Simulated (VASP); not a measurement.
# PbS (Fm-3m) in VASP: notebook

PbS is run at these levels: LDA; tasks: single point.

All numbers are computed with VASP 6.6.1; they aren't measurements. Logs are shortened: lines on timing, memory, paths and dates and some standing lists are left out, and cuts for length are marked.

### 1 The cell of the first run

It takes space group Fm-3m (No. 225, cubic). Conventional cell: a = 5.932 Å, b = 5.932 Å, c = 5.932 Å, α = 90.00°, β = 90.00°, γ = 90.00°. Within 3.9 Å of Pb (site symmetry m-3m) lie 6 S at 2.97 Å. Within 3.9 Å of S (site symmetry m-3m) lie 6 Pb at 2.97 Å.

### 2 Single point, LDA

Contents of INCAR:

```
SYSTEM = PbS
PREC = Accurate ; ENCUT = 500
EDIFF = 1E-6 ; ISMEAR = 0
SIGMA = 0.01 ; LREAL = .False.
LASPH = .True. ; NELM = 120
ALGO = Normal ; ISIF = 2
LWAVE = .False. ; LCHARG = .False.
GGA = CA ; NBANDS = 17
GGA_COMPAT = .False.
```

Contents of KPOINTS:

```
Automatic mesh
0
Gamma
  6 6 6
  0 0 0
```

Contents of POSCAR:

```
PbS
1.0
    4.1942040000      0.0000000000      0.0000000000
    2.0971020000      3.6322872127      0.0000000000
    2.0971020000      1.2107624042      3.4245532257
Pb S
1 1
Direct
    0.0000000000      0.0000000000      0.0000000000
    0.5000000000      0.5000000000      0.5000000000
```

Potentials or basis: VASP PAW LDA potentials, release 64 (Pb_d, S).

The run is started by

```console
$ cat potpaw_LDA.64/Pb_d/POTCAR potpaw_LDA.64/S/POTCAR > POTCAR
$ mpirun -np 1 vasp_std > vasp.out
```

OUTCAR:

```text
SYSTEM = PbS
   PREC = Accurate
   ENCUT = 500
   EDIFF = 1E-6
   ISMEAR = 0
   LREAL = .False.
   LASPH = .True.
   NELM = 120
   ISIF = 2
   GGA = CA

 ion  position               nearest neighbor table
   1  0.000  0.000  0.000-   2 2.97   2 2.97   2 2.97   2 2.97   2 2.97   2 2.97
   2  0.500  0.500  0.500-   1 2.97   1 2.97   1 2.97   1 2.97   1 2.97   1 2.97

  LATTYP: Found a face centered cubic cell.
 ALAT       =     5.9315001802

  Lattice vectors:

 A1 = (   4.1942040000,   0.0000000000,   0.0000000000)
 A2 = (   2.0971020000,   3.6322872127,   0.0000000000)
 A3 = (   2.0971020000,   1.2107624042,   3.4245532257)

Analysis of symmetry for initial positions (statically):
=====================================================================
 Subroutine PRICEL returns:
 Original cell was already a primitive cell.

 Routine SETGRP: Setting up the symmetry group for a
 face centered cubic supercell.

 Subroutine GETGRP returns: Found 48 space group operations
 (whereof 48 operations were pure point group operations)
 out of a pool of 48 trial point group operations.

The static configuration has the point symmetry O_h .

Analysis of symmetry for dynamics (positions and initial velocities):
=====================================================================
 Subroutine PRICEL returns:
 Original cell was already a primitive cell.

 Routine SETGRP: Setting up the symmetry group for a
 face centered cubic supercell.

 Subroutine GETGRP returns: Found 48 space group operations
 (whereof 48 operations were pure point group operations)
 out of a pool of 48 trial point group operations.

The dynamic configuration has the point symmetry O_h .

 Subroutine INISYM returns: Found 48 space group operations
 (whereof 48 operations are pure point group operations),
 and found     1 'primitive' translations

----------------------------------------------------------------------------------------

                                     Primitive cell

  volume of cell :      52.1715

  direct lattice vectors                    reciprocal lattice vectors
     4.194204000  0.000000000  0.000000000     0.238424264 -0.137654313 -0.097336298
     2.097102000  3.632287213  0.000000000     0.000000000  0.275308626 -0.097336298
     2.097102000  1.210762404  3.424553226     0.000000000  0.000000000  0.292008894

  length of vectors
     4.194204000  4.194204000  4.194204000     0.292008894  0.292008894  0.292008894

  position of ions in fractional coordinates (direct lattice)
     0.000000000  0.000000000  0.000000000
     0.500000000  0.500000000  0.500000000

  ion indices of the primitive-cell ions
   primitive index   ion index
                 1           1
                 2           2

----------------------------------------------------------------------------------------

 KPOINTS: Automatic mesh

Automatic generation of k-mesh.
 Grid dimensions read from file:
 generate k-points for:    6    6    6

 Generating k-lattice:

  Cartesian coordinates                     Fractional coordinates (reciprocal lattice)
     0.039737377 -0.022942385 -0.016222716     0.166666667  0.000000000  0.000000000
     0.000000000  0.045884771 -0.016222716     0.000000000  0.166666667  0.000000000
     0.000000000  0.000000000  0.048668149     0.000000000  0.000000000  0.166666667

  Length of vectors
     0.048668149  0.048668149  0.048668149

  Shift w.r.t. Gamma in fractional coordinates (k-lattice)
     0.000000000  0.000000000  0.000000000

 Subroutine IBZKPT returns following result:
 ===========================================

 Found     16 irreducible k-points:

 Following reciprocal coordinates:
            Coordinates               Weight
  0.000000  0.000000  0.000000      1.000000
  0.166667  0.000000 -0.000000      8.000000
  0.333333 -0.000000 -0.000000      8.000000
  0.500000  0.000000 -0.000000      4.000000
  0.166667  0.166667 -0.000000      6.000000
  0.333333  0.166667 -0.000000     24.000000
[... 8 lines left out ...]
 -0.333333  0.333333  0.166667     24.000000
 -0.333333  0.500000  0.166667     12.000000
   k-points           NKPTS =     16   k-points in BZ     NKDIM =     16   number of bands    NBANDS=     17
   number of dos      NEDOS =    301   number of ions     NIONS =      2
   total plane-waves  NPLWV =  32768
   dimension x,y,z NGX =    32 NGY =   32 NGZ =   32
   dimension x,y,z NGXF=    64 NGYF=   64 NGZF=   64
   ions per type =               1   1
   NGX,Y,Z   is equivalent  to a cutoff of  12.68, 12.68, 12.68 a.u.
   NGXF,Y,Z  is equivalent  to a cutoff of  25.37, 25.37, 25.37 a.u.
 SYSTEM =  PbS
   PREC   = accura    normal or accurate (medium, high low for compatibility)
   ISTART =      0    job   : 0-new  1-cont  2-samecut
   ICHARG =      2    charge: 1-file 2-atom 10-const
   ISPIN  =      1    spin polarized calculation?
   LNONCOLLINEAR =      F non collinear calculations
   LSORBIT =      F    spin-orbit coupling
   LASPH  =      T    aspherical Exc in radial PAW
   ENCUT  =  500.0 eV  36.75 Ry    6.06 a.u.   7.65  7.65  7.65*2*pi/ulx,y,z
   NELM   =    120;   NELMIN=  2; NELMDL= -5     # of ELM steps
   EDIFF  = 0.1E-05   stopping-criterion for ELM
   LREAL  =      F    real-space projection
   EDIFFG = 0.1E-04   stopping-criterion for IOM
   NSW    =      0    number of steps for IOM
   IBRION =     -1    ionic relax: 0-MD 1-quasi-New 2-CG
   NFREE  =      0    steps in history (QN), initial steepest desc. (CG)
   ISIF   =      2    stress and relaxation
   ISYM   =      2    0-nonsym 1-usesym 2-fastsym
   POTIM  = 0.5000    time-step for ionic-motion
   TEBEG  =    0.0;   TEEND  =   0.0 temperature during run
   PSTRESS=    0.0 pullay stress
   NELECT =      20.0000    total number of electrons
   NUPDOWN=      -1.0000    fix difference up-down
   EMIN   =  10.00;   EMAX   =-10.00  energy-range for DOS
   EFERMI =   0.00;   METHOD = LEGACY
   ISMEAR =     0;   SIGMA  =   0.01  broadening in eV -4-tet -1-fermi 0-gaus
   EFERMI_NEDOS =   21; number of points for ismear=-14 and -15
   IALGO  =     38    algorithm
   IMIX   =      4    mixing-type and parameters
     AMIX     =   0.40;   BMIX     =  1.00
     AMIX_MAG =   1.60;   BMIX_MAG =  1.00
  volume/ion in A,a.u.               =      26.09       176.04
  Fermi-wavevector in a.u.,A,eV,Ry     =   1.189251  2.247359 19.242971  1.414319
  Thomas-Fermi vector in A             =   2.325363
   LORBIT       =      0    0 simple, 1 ext, 2 COOP (PROOUT), +10 PAW based schemes
   GGA     = CA    functional components
   LHFCALC =     F    Hartree Fock is set to
   AEXX    =    0.0000 exact exchange contribution
   IVDW    =     0    specifies the selected vdW correction
   LEPSILON=     F    determine dielectric tensor
   LRPA    =     F    only Hartree local field effects (RPA)
 non-spin polarized calculation
 Gauss-broadening in eV      SIGMA  =   0.01
  energy-cutoff  :      500.00
  volume of cell :       52.17
 maximum number of plane-waves:      1363
 NGX is ok and might be reduce to    32
   NGX = 15   NGY = 15   NGZ = 15

 number of electron      19.9999998 magnetization

 Free energy of the ion-electron system (eV)
  ---------------------------------------------------
  ext. energy  EPLUGINS =         0.00000000
  ---------------------------------------------------
  free energy    TOTEN  =        -9.98417445 eV

  energy without entropy =       -9.98417445  energy(sigma->0) =       -9.98417445

 E-fermi :   5.6687     XC(G=0): -10.0296

 val. band max:        5.5953774663   @ k =   0.5000   0.0000  -0.0000
 cond. band min:       5.8035556308   @ k =   0.5000   0.0000  -0.0000
 fundamental gap:      0.2081781645
 Fermi energy:         5.6686692132

 k-point     1 :       0.0000    0.0000    0.0000
  band No.  band energies     occupation
      1     -11.1782      2.00000
      2     -11.1782      2.00000
      3     -11.1782      2.00000
      4     -11.1692      2.00000
      5     -11.1692      2.00000
      6      -7.9771      2.00000
[... 9 lines left out ...]
     16      12.2398      0.00000
     17      14.0308      0.00000

 k-point     2 :       0.1667    0.0000   -0.0000
  band No.  band energies     occupation
      1     -11.1794      2.00000
      2     -11.1794      2.00000
      3     -11.1770      2.00000
      4     -11.1639      2.00000
      5     -11.1639      2.00000
      6      -7.7379      2.00000
[... 9 lines left out ...]
     16      12.8478      0.00000
     17      15.9275      0.00000

 k-point     3 :       0.3333   -0.0000   -0.0000
  band No.  band energies     occupation
      1     -11.1942      2.00000
      2     -11.1942      2.00000
      3     -11.1755      2.00000
      4     -11.1410      2.00000
      5     -11.1410      2.00000
      6      -7.1261      2.00000
[... 9 lines left out ...]
     16      14.2631      0.00000
     17      17.6916      0.00000

 k-point     4 :       0.5000    0.0000   -0.0000
  band No.  band energies     occupation
      1     -11.2019      2.00000
      2     -11.2019      2.00000
      3     -11.1752      2.00000
      4     -11.1293      2.00000
      5     -11.1293      2.00000
      6      -6.6882      2.00000
[... 9 lines left out ...]
     16      15.6807      0.00000
     17      16.0344      0.00000

 k-point     5 :       0.1667    0.1667   -0.0000
  band No.  band energies     occupation
      1     -11.1932      2.00000
      2     -11.1848      2.00000
      3     -11.1630      2.00000
      4     -11.1630      2.00000
      5     -11.1625      2.00000
      6      -7.6519      2.00000
[... 9 lines left out ...]
     16      14.0413      0.00000
     17      15.0091      0.00000

 k-point     6 :       0.3333    0.1667   -0.0000
  band No.  band energies     occupation
      1     -11.2193      2.00000
      2     -11.1832      2.00000
      3     -11.1724      2.00000
      4     -11.1494      2.00000
      5     -11.1379      2.00000
      6      -7.1492      2.00000
[... 9 lines left out ...]
     16      15.1745      0.00000
     17      16.9363      0.00000

 k-point     7 :       0.5000    0.1667   -0.0000
  band No.  band energies     occupation
      1     -11.2285      2.00000
      2     -11.1858      2.00000
      3     -11.1713      2.00000
      4     -11.1426      2.00000
      5     -11.1272      2.00000
      6      -6.5935      2.00000
[... 9 lines left out ...]
     16      15.9542      0.00000
     17      16.3686      0.00000

 k-point     8 :      -0.3333    0.1667    0.0000
  band No.  band energies     occupation
      1     -11.2134      2.00000
      2     -11.1908      2.00000
      3     -11.1677      2.00000
      4     -11.1413      2.00000
      5     -11.1401      2.00000
      6      -6.7467      2.00000
[... 9 lines left out ...]
     16      15.5274      0.00000
     17      16.6887      0.00000

 k-point     9 :      -0.1667    0.1667    0.0000
  band No.  band energies     occupation
      1     -11.1891      2.00000
      2     -11.1850      2.00000
      3     -11.1749      2.00000
      4     -11.1612      2.00000
      5     -11.1474      2.00000
      6      -7.3632      2.00000
[... 9 lines left out ...]
     16      14.6504      0.00000
     17      15.4263      0.00000

 k-point    10 :       0.3333    0.3333   -0.0000
  band No.  band energies     occupation
      1     -11.2729      2.00000
      2     -11.1981      2.00000
      3     -11.1492      2.00000
      4     -11.1315      2.00000
      5     -11.1315      2.00000
      6      -6.8085      2.00000
[... 9 lines left out ...]
     16      16.4534      0.00000
     17      16.9635      0.00000

 k-point    11 :       0.5000    0.3333   -0.0000
  band No.  band energies     occupation
      1     -11.2920      2.00000
      2     -11.1923      2.00000
      3     -11.1553      2.00000
      4     -11.1273      2.00000
      5     -11.1210      2.00000
      6      -6.3774      2.00000
[... 9 lines left out ...]
     16      16.9081      0.00000
     17      17.3568      0.00000

 k-point    12 :      -0.3333    0.3333    0.0000
  band No.  band energies     occupation
      1     -11.2609      2.00000
      2     -11.1719      2.00000
      3     -11.1679      2.00000
      4     -11.1438      2.00000
      5     -11.1296      2.00000
      6      -6.3347      2.00000
[... 9 lines left out ...]
     16      15.6680      0.00000
     17      17.4415      0.00000

 k-point    13 :       0.5000    0.5000    0.0000
  band No.  band energies     occupation
      1     -11.3251      2.00000
      2     -11.2047      2.00000
      3     -11.1425      2.00000
      4     -11.1151      2.00000
      5     -11.1151      2.00000
      6      -6.2526      2.00000
[... 9 lines left out ...]
     16      17.8748      0.00000
     17      17.8947      0.00000

 k-point    14 :       0.5000    0.3333    0.1667
  band No.  band energies     occupation
      1     -11.2486      2.00000
      2     -11.1793      2.00000
      3     -11.1727      2.00000
      4     -11.1377      2.00000
      5     -11.1322      2.00000
      6      -6.6457      2.00000
[... 9 lines left out ...]
     16      16.1399      0.00000
     17      16.4865      0.00000

 k-point    15 :      -0.3333    0.3333    0.1667
  band No.  band energies     occupation
      1     -11.2593      2.00000
      2     -11.1773      2.00000
      3     -11.1593      2.00000
      4     -11.1553      2.00000
      5     -11.1228      2.00000
      6      -6.3342      2.00000
[... 9 lines left out ...]
     16      16.9563      0.00000
     17      17.2716      0.00000

 k-point    16 :      -0.3333    0.5000    0.1667
  band No.  band energies     occupation
      1     -11.2931      2.00000
      2     -11.1833      2.00000
      3     -11.1596      2.00000
      4     -11.1385      2.00000
      5     -11.1151      2.00000
      6      -6.2180      2.00000
[... 9 lines left out ...]
     16      17.3958      0.00000
     17      17.8663      0.00000

------------------------ aborting loop because EDIFF is reached ----------------------------------------

  FORCE on cell =-STRESS in cart. coord.  units (eV):
  Direction    XX          YY          ZZ          XY          YZ          ZX
  --------------------------------------------------------------------------------------
  -------------------------------------------------------------------------------------
  Total       -0.8384093     -0.8384093     -0.8384093     -0.0000000      0.0000000      0.0000000
  in kB      -25.7473771    -25.7473771    -25.7473771     -0.0000000      0.0000000      0.0000000
  external PRESSURE =     -25.7473771 kB  Pullay stress =       0.0000000 kB

 VOLUME and BASIS-vectors are now :
 -----------------------------------------------------------------------------
  energy-cutoff  :      500.00
  volume of cell :       52.17
      direct lattice vectors                 reciprocal lattice vectors
     4.194204000  0.000000000  0.000000000     0.238424264 -0.137654313 -0.097336298
     2.097102000  3.632287213  0.000000000     0.000000000  0.275308626 -0.097336298
     2.097102000  1.210762404  3.424553226     0.000000000  0.000000000  0.292008894

 POSITION                                       TOTAL-FORCE (eV/Angst)
 -----------------------------------------------------------------------------------
      0.00000      0.00000      0.00000         0.000000      0.000000      0.000000
      4.19420      2.42152      1.71228        -0.000000     -0.000000      0.000000
 -----------------------------------------------------------------------------------
    total drift:                               -0.000000      0.000000      0.000000

  FREE ENERGIE OF THE ION-ELECTRON SYSTEM (eV)
  ---------------------------------------------------
  free  energy   TOTEN  =        -9.9841744494 eV

  energy  without entropy=       -9.9841744494  energy(sigma->0) =       -9.98417445
```

Wall time 19 s (1 thread of Intel Xeon 8259CL, shared host); peak memory 0.15 GiB.

Results:

| Item | Value |
| --- | --- |
| Free energy | -9.9842 eV |
| Pressure | -2.6 GPa |
| Band gap on the k mesh | 0.21 eV |

Caveat: spin-orbit coupling is left out, which moves the levels of the heavy elements.

### 3 Single point, LDA, non-collinear spin, zero start, spin-orbit coupling

Contents of INCAR:

```
PREC = Accurate
ENCUT = 500
EDIFF = 1E-6
ISMEAR = 0
SIGMA = 0.01
LREAL = False
LASPH = True
NELM = 200
ALGO = Normal
ISIF = 2
LWAVE = False
LCHARG = True
LNONCOLLINEAR = True
MAGMOM = 0 0 0 0 0 0
LORBIT = 11
LSORBIT = True
GGA_COMPAT = False
LORBMOM = True
GGA = CA
LVHAR = True
NBANDS = 32
```

Contents of KPOINTS:

```
regular mesh
0
Gamma
  6 6 6
```

POSCAR is that of step 2.

Potentials or basis: VASP PAW LDA potentials, release 64 (Pb_d, S).

The run is started by

```console
$ cat potpaw_LDA.64/Pb_d/POTCAR potpaw_LDA.64/S/POTCAR > POTCAR
$ mpirun -np 1 vasp_ncl > vasp.out
```

Run time: 1.7 min. Hardware: 1 thread of Intel Xeon 8259CL, shared host; peak memory 0.26 GiB.

Results (log left out):

```
Free energy                                           : -10.3819 eV
Pressure                                              : -3.2 GPa
Net moment                                            : 0.00 μB per cell
Valence electrons inside the program's atomic spheres : Pb 11.86; S 3.65
```

Moments on the atoms (μB; x, y, z):
```
Pb  0.00 0.00 0.00
S   0.00 0.00 0.00
```

Caveat: the cell stands under tension.
